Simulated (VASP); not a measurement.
TiC: vibrations by perturbation theory with LDA

TiC:

```
CELL_PARAMETERS angstrom
0.00000 2.09654 2.09654
2.09654 0.00000 2.09654
2.09654 2.09654 0.00000
ATOMIC_POSITIONS crystal
Ti 0.00000 0.00000 0.00000
C 0.50000 0.50000 0.50000
```

| Item | Value |
| --- | --- |
| Program | VASP 6.6.1 |
| Task | vibrations by perturbation theory |
| Functional | LDA |
| Potentials or basis | VASP PAW LDA potentials, release 64 (Ti_sv, C) |
| Cutoff | 520 eV |
| k mesh | 18 × 18 × 18 |
| Occupations | fermi-dirac, width 0.15 eV |
| Spin | no spin polarisation |
| Dipole correction | no |
| Further INCAR settings | ALGO = Normal; EDIFF = 1e-08; IBRION = 8; NSW = 1 |

```json
{
  "Highest phonon frequency at Γ": "604 cm⁻¹"
}
```

Phonon frequencies in cm⁻¹ (negative: imaginary):
| q point | frequencies |
| --- | --- |
| (0.000, 0.000, 0.000) | 0 0 0 604 604 604 |

Run time: 2.9 min on 1 thread of Intel(R) Xeon(R) 6975P-C (Granite Rapids), on a shared host, peak memory 0.35 GiB.

Caveat: the cell stands under pressure or tension, which shifts response properties.
